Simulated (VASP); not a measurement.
Write the native input for VASP 6.6.1 that does the following.

* Task: single point
* Functional: PBE
* Potentials or basis: VASP PAW PBE potentials, release 64 (Ga_d, N)
* Cutoff: 600 eV
* k mesh: 6 × 6 × 6
* Occupations: gaussian, width 0.01 eV
* Spin: no spin polarisation
* Dipole correction: no
* Further INCAR settings: ALGO = Normal; EDIFF = 1e-06; NBANDS = 16

The structure of GaN lies in POSCAR:

```
GaN
1.0
    0.0105425762      2.1085152362      2.1085152362
    2.1085152362      0.0105425762      2.1085152362
    2.1190578124      2.1190578124      0.0000000000
Ga N
1 1
Direct
    0.0000000000      0.0000000000      0.0000000000
    0.5000000000      0.5000000000      0.5000000000
```

This cell differs from its parent crystal: shear xy strain +1.0%.

The input as run:

INCAR

```
ALGO = Normal
EDIFF = 1E-6
ENCUT = 600
GGA = PE
GGA_COMPAT = F
ISIF = 2
ISMEAR = 0
LASPH = T
LCHARG = T
LELF = T
LREAL = F
LVHAR = T
LWAVE = F
NBANDS = 16
NELM = 120
PREC = Accurate
SIGMA = 0.01
```

KPOINTS

```
k-points
0
Gamma
  6 6 6
```

Potentials or basis: VASP PAW PBE potentials, release 64 (Ga_d, N).

Run with:

```sh
$ cat potpaw_PBE.64/Ga_d/POTCAR potpaw_PBE.64/N/POTCAR > POTCAR
$ mpirun -np 1 vasp_std > vasp.out
```

It gave:

```yaml
Pressure: 8.8 GPa
Band_gap_on_the_k_mesh: 0.57 eV, indirect (least direct gap 2.76 eV)
```

Caveat: the k points lie up to 0.43 Å⁻¹ apart; the cell differs from its parent crystal (shear xy strain +1.0%).

Run time: 15 s on 1 thread of Intel(R) Xeon(R) Platinum 8259CL CPU @ 2.50GHz (Skylake/Cascade Lake), on a shared host, peak memory 0.15 GiB.
